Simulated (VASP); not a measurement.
# Nb (P6_3/mmc) in VASP: electric field gradients with LDA

Aim: the electric field gradients of Nb with LDA.

All numbers are computed with VASP 6.6.1; they aren't measurements. Logs are shortened: lines on timing, memory, paths and dates and some standing lists are left out, and cuts for length are marked.

### Step 1. The cell of the first run

The structure is hexagonal, space group P6_3/mmc (No. 194). Conventional cell: a = 2.956 Å, b = 2.956 Å, c = 4.789 Å, α = 90.00°, β = 90.00°, γ = 120.00°. Nb (site symmetry -6m2) has 12 Nb at 2.94 to 2.96 Å within 3.9 Å.

### Step 2. Electric field gradients, LDA

File INCAR:

```
SYSTEM = Nb
PREC = Accurate
ENCUT = 520
EDIFF = 1E-8
ISMEAR = -1
SIGMA = 0.05
LREAL = .FALSE.
LASPH = .TRUE.
NELM = 80
ALGO = Normal
ISIF = 2
LWAVE = .FALSE.
LCHARG = .FALSE.
GGA = CA
LEFG = .TRUE.
NBANDS = 20
```

File KPOINTS:

```
regular mesh
0
G
  12 12 6
  0 0 0
```

File POSCAR:

```
Nb
1.0
    2.9563926124      0.0000000000      0.0000000000
   -1.4781963062      2.5603111058      0.0000000000
    0.0000000000      0.0000000000      4.7893560320
Nb
2
Direct
    0.3333333333      0.6666666667      0.2500000000
    0.6666666667      0.3333333333      0.7500000000
```

Potentials or basis: VASP PAW LDA potentials, release 64 (Nb_sv).

Run with:

```console
$ cat potpaw_LDA.64/Nb_sv/POTCAR > POTCAR
$ mpirun -np 1 vasp_std > vasp.out
```

OUTCAR:

```text
SYSTEM = Nb
   PREC = Accurate
   ENCUT = 520
   EDIFF = 1E-8
   ISMEAR = -1
   LREAL = .FALSE.
   LASPH = .TRUE.
   NELM = 80
   ISIF = 2
   GGA = CA

 ion  position               nearest neighbor table
   1  0.333  0.667  0.250-   2 2.94   2 2.94   2 2.94   2 2.94   2 2.94   2 2.94
   2  0.667  0.333  0.750-   1 2.94   1 2.94   1 2.94   1 2.94   1 2.94   1 2.94

  LATTYP: Found a hexagonal cell.
 ALAT       =     2.9563926124
 C/A-ratio  =     1.6200000000

  Lattice vectors:

 A1 = (   2.9563926124,   0.0000000000,   0.0000000000)
 A2 = (  -1.4781963062,   2.5603111058,   0.0000000000)
 A3 = (   0.0000000000,   0.0000000000,   4.7893560320)

Analysis of symmetry for initial positions (statically):
=====================================================================
 Subroutine PRICEL returns:
 Original cell was already a primitive cell.

 Routine SETGRP: Setting up the symmetry group for a
 hexagonal supercell.

 Subroutine GETGRP returns: Found 24 space group operations
 (whereof 12 operations were pure point group operations)
 out of a pool of 24 trial point group operations.

The static configuration has the point symmetry D_3d.
 The point group associated with its full space group is D_6h.

Analysis of symmetry for dynamics (positions and initial velocities):
=====================================================================
 Subroutine PRICEL returns:
 Original cell was already a primitive cell.

 Routine SETGRP: Setting up the symmetry group for a
 hexagonal supercell.

 Subroutine GETGRP returns: Found 24 space group operations
 (whereof 12 operations were pure point group operations)
 out of a pool of 24 trial point group operations.

The dynamic configuration has the point symmetry D_3d.
 The point group associated with its full space group is D_6h.

 Subroutine INISYM returns: Found 24 space group operations
 (whereof 12 operations are pure point group operations),
 and found     1 'primitive' translations

----------------------------------------------------------------------------------------

                                     Primitive cell

  volume of cell :      36.2520

  direct lattice vectors                    reciprocal lattice vectors
     2.956392612  0.000000000  0.000000000     0.338250067  0.195288767  0.000000000
    -1.478196306  2.560311106  0.000000000     0.000000000  0.390577535  0.000000000
     0.000000000  0.000000000  4.789356032     0.000000000  0.000000000  0.208796338

  length of vectors
     2.956392612  2.956392612  4.789356032     0.390577535  0.390577535  0.208796338

  position of ions in fractional coordinates (direct lattice)
     0.333333333  0.666666667  0.250000000
     0.666666667  0.333333333  0.750000000

  ion indices of the primitive-cell ions
   primitive index   ion index
                 1           1
                 2           2

----------------------------------------------------------------------------------------

 KPOINTS: regular mesh

Automatic generation of k-mesh.
 Grid dimensions read from file:
 generate k-points for:   12   12    6

 Generating k-lattice:

  Cartesian coordinates                     Fractional coordinates (reciprocal lattice)
     0.028187506  0.016274064  0.000000000     0.083333333  0.000000000  0.000000000
     0.000000000  0.032548128  0.000000000     0.000000000  0.083333333  0.000000000
     0.000000000  0.000000000  0.034799390     0.000000000  0.000000000  0.166666667

  Length of vectors
     0.032548128  0.032548128  0.034799390

  Shift w.r.t. Gamma in fractional coordinates (k-lattice)
     0.000000000  0.000000000  0.000000000

 Subroutine IBZKPT returns following result:
 ===========================================

 Found     76 irreducible k-points:

 Following reciprocal coordinates:
            Coordinates               Weight
  0.000000  0.000000  0.000000      1.000000
  0.083333  0.000000  0.000000      6.000000
  0.166667  0.000000  0.000000      6.000000
  0.250000  0.000000  0.000000      6.000000
  0.333333  0.000000  0.000000      6.000000
  0.416667  0.000000  0.000000      6.000000
[... 16 lines left out ...]
  0.250000  0.000000  0.166667     12.000000
  0.333333  0.000000  0.166667     12.000000
 [... further k-points ...]
   k-points           NKPTS =     76   k-points in BZ     NKDIM =     76   number of bands    NBANDS=     20
   number of dos      NEDOS =    301   number of ions     NIONS =      2
   total plane-waves  NPLWV =  20736
   dimension x,y,z NGX =    24 NGY =   24 NGZ =   36
   dimension x,y,z NGXF=    48 NGYF=   48 NGZF=   72
   ions per type =               2
   NGX,Y,Z   is equivalent  to a cutoff of  13.50, 13.50, 12.50 a.u.
   NGXF,Y,Z  is equivalent  to a cutoff of  26.99, 26.99, 24.99 a.u.
 SYSTEM =  Nb
   PREC   = accura    normal or accurate (medium, high low for compatibility)
   ISTART =      0    job   : 0-new  1-cont  2-samecut
   ICHARG =      2    charge: 1-file 2-atom 10-const
   ISPIN  =      1    spin polarized calculation?
   LNONCOLLINEAR =      F non collinear calculations
   LSORBIT =      F    spin-orbit coupling
   LASPH  =      T    aspherical Exc in radial PAW
   ENCUT  =  520.0 eV  38.22 Ry    6.18 a.u.   5.50  5.50  8.91*2*pi/ulx,y,z
   NELM   =     80;   NELMIN=  2; NELMDL= -5     # of ELM steps
   EDIFF  = 0.1E-07   stopping-criterion for ELM
   LREAL  =      F    real-space projection
   EDIFFG = 0.1E-06   stopping-criterion for IOM
   NSW    =      0    number of steps for IOM
   IBRION =     -1    ionic relax: 0-MD 1-quasi-New 2-CG
   NFREE  =      0    steps in history (QN), initial steepest desc. (CG)
   ISIF   =      2    stress and relaxation
   ISYM   =      2    0-nonsym 1-usesym 2-fastsym
   POTIM  = 0.5000    time-step for ionic-motion
   TEBEG  =    0.0;   TEEND  =   0.0 temperature during run
   PSTRESS=    0.0 pullay stress
   NELECT =      26.0000    total number of electrons
   NUPDOWN=      -1.0000    fix difference up-down
   EMIN   =  10.00;   EMAX   =-10.00  energy-range for DOS
   EFERMI =   0.00;   METHOD = LEGACY
   ISMEAR =    -1;   SIGMA  =   0.05  broadening in eV -4-tet -1-fermi 0-gaus
   EFERMI_NEDOS =   21; number of points for ismear=-14 and -15
   IALGO  =     38    algorithm
   IMIX   =      4    mixing-type and parameters
     AMIX     =   0.40;   BMIX     =  1.00
     AMIX_MAG =   1.60;   BMIX_MAG =  1.00
  volume/ion in A,a.u.               =      18.13       122.32
  Fermi-wavevector in a.u.,A,eV,Ry     =   1.465397  2.769199 29.216991  2.147388
  Thomas-Fermi vector in A             =   2.581259
   LORBIT       =      0    0 simple, 1 ext, 2 COOP (PROOUT), +10 PAW based schemes
   GGA     = CA    functional components
   LHFCALC =     F    Hartree Fock is set to
   AEXX    =    0.0000 exact exchange contribution
   IVDW    =     0    specifies the selected vdW correction
   LEPSILON=     F    determine dielectric tensor
   LRPA    =     F    only Hartree local field effects (RPA)
 non-spin polarized calculation
  energy-cutoff  :      520.00
  volume of cell :       36.25
 maximum number of plane-waves:      1002
 NGX is ok and might be reduce to    24
   NGX = 11   NGY = 11   NGZ = 17

 number of electron      26.0000001 magnetization

 Free energy of the ion-electron system (eV)
  ---------------------------------------------------
  ext. energy  EPLUGINS =         0.00000000
  ---------------------------------------------------
  free energy    TOTEN  =       -21.72549360 eV

  energy without entropy =      -21.69589433  energy(sigma->0) =      -21.71069397

 E-fermi :  11.2844     XC(G=0): -12.6792

 val. band max:       11.2839259158   @ k =   0.4167   0.0833   0.3333
 cond. band min:      11.2914271493   @ k =   0.1667   0.0833   0.0000
 fundamental gap:      0.0075012335
 Fermi energy:        11.2843504556

 k-point     1 :       0.0000    0.0000    0.0000
  band No.  band energies     occupation
      1     -43.1413      2.00000
      2     -42.9052      2.00000
      3     -19.9551      2.00000
      4     -18.8163      2.00000
      5     -18.8163      2.00000
      6     -18.6352      2.00000
[... 12 lines left out ...]
     19      15.5004      0.00000
     20      15.5004      0.00000
[... 507 lines left out ...]
 k-point    24 :       0.3333    0.0000    0.1667
  band No.  band energies     occupation
      1     -42.9724      2.00000
      2     -42.8541      2.00000
      3     -19.7053      2.00000
      4     -19.4758      2.00000
      5     -19.3540      2.00000
      6     -19.0280      2.00000
[... 12 lines left out ...]
     19      16.0913      0.00000
     20      19.2888      0.00000

 [... further k-points ...]

------------------------ aborting loop because EDIFF is reached ----------------------------------------

  FORCE on cell =-STRESS in cart. coord.  units (eV):
  Direction    XX          YY          ZZ          XY          YZ          ZX
  --------------------------------------------------------------------------------------
  -------------------------------------------------------------------------------------
  Total       -1.6479777     -1.6479777      0.1520883      0.0000000     -0.0000000      0.0000000
  in kB      -72.8332919    -72.8332919      6.7216261      0.0000000     -0.0000000      0.0000000
  external PRESSURE =     -46.3149859 kB  Pullay stress =       0.0000000 kB

 VOLUME and BASIS-vectors are now :
 -----------------------------------------------------------------------------
  energy-cutoff  :      520.00
  volume of cell :       36.25
      direct lattice vectors                 reciprocal lattice vectors
     2.956392612  0.000000000  0.000000000     0.338250067  0.195288767  0.000000000
    -1.478196306  2.560311106  0.000000000     0.000000000  0.390577535  0.000000000
     0.000000000  0.000000000  4.789356032     0.000000000  0.000000000  0.208796338

 POSITION                                       TOTAL-FORCE (eV/Angst)
 -----------------------------------------------------------------------------------
     -0.00000      1.70687      1.19734        -0.000000      0.000000      0.000000
      1.47820      0.85344      3.59202         0.000000      0.000000      0.000000
 -----------------------------------------------------------------------------------
    total drift:                               -0.000000      0.000000     -0.000000

  FREE ENERGIE OF THE ION-ELECTRON SYSTEM (eV)
  ---------------------------------------------------
  free  energy   TOTEN  =       -21.7254936037 eV

  energy  without entropy=      -21.6958943334  energy(sigma->0) =      -21.71069397

 Electric field gradients (V/A^2)
---------------------------------------------------------------------
 ion       V_xx      V_yy      V_zz      V_xy      V_xz      V_yz
---------------------------------------------------------------------
   1      -4.363    -4.363     8.727     0.000     0.000    -0.000
   2      -4.363    -4.363     8.727     0.000    -0.000     0.000
---------------------------------------------------------------------

 Electric field gradients after diagonalization (V/A^2)
 (convention: |V_zz| > |V_xx| > |V_yy|)
----------------------------------------------------------------------
 ion       V_xx      V_yy      V_zz     asymmetry (V_yy - V_xx)/ V_zz
----------------------------------------------------------------------
   1      -4.364    -4.363     8.727       0.000
   2      -4.364    -4.363     8.727       0.000
----------------------------------------------------------------------

           NMR quadrupolar parameters

 Cq : quadrupolar parameter    Cq=e*Q*V_zz/h
 eta: asymmetry parameters     (V_yy - V_xx)/ V_zz
 Q  : nuclear electric quadrupole moment in mb (millibarn)
----------------------------------------------------------------------
 ion       Cq(MHz)       eta       Q (mb)
----------------------------------------------------------------------
   1       0.021       0.000       1.000
   2       0.021       0.000       1.000
----------------------------------------------------------------------
```

It took 35 s on 1 thread of Intel Xeon Platinum 8259CL at 2.50GHz (Skylake/Cascade Lake), shared host; peak memory 0.16 GiB.

Results:

| Property | Result |
| --- | --- |
| Free energy | -21.7255 eV |
| Pressure | -4.6 GPa |
| Band gap on the k mesh | zero (band 13 reaches 13.04 eV, above the bottom of band 14 at 10.60 eV) |

Stress tensor (GPa, compression positive):
```
-7.28  0.00  0.00
 0.00 -7.28  0.00
 0.00  0.00  0.67
```

Levels at points of the mesh, in eV from the Fermi level:
```tsv
k point	band 11	band 12	band 13	band 14	band 15	band 16
(0.00, 0.00, 0.00)	0.07	0.07	0.09	0.80	0.80	1.64
(0.50, 0.00, 0.00)	-3.21	-0.19	-0.10	0.20	0.92	4.77
(0.00, 0.00, 0.50)	-0.62	-0.62	-0.01	-0.01	-0.01	-0.01
(0.50, 0.00, 0.50)	-2.11	-2.11	1.76	1.76	2.06	2.06
```

Electric field gradients, principal values (V/Å²):
```tsv
atom	least	middle	greatest (by size)
1 Nb	-4.363	-4.364	8.727
2 Nb	-4.363	-4.364	8.727
```

Caveat: without QUAD_EFG the Cq values of the log hold for a quadrupole moment of 1 mb, not for the nuclei.
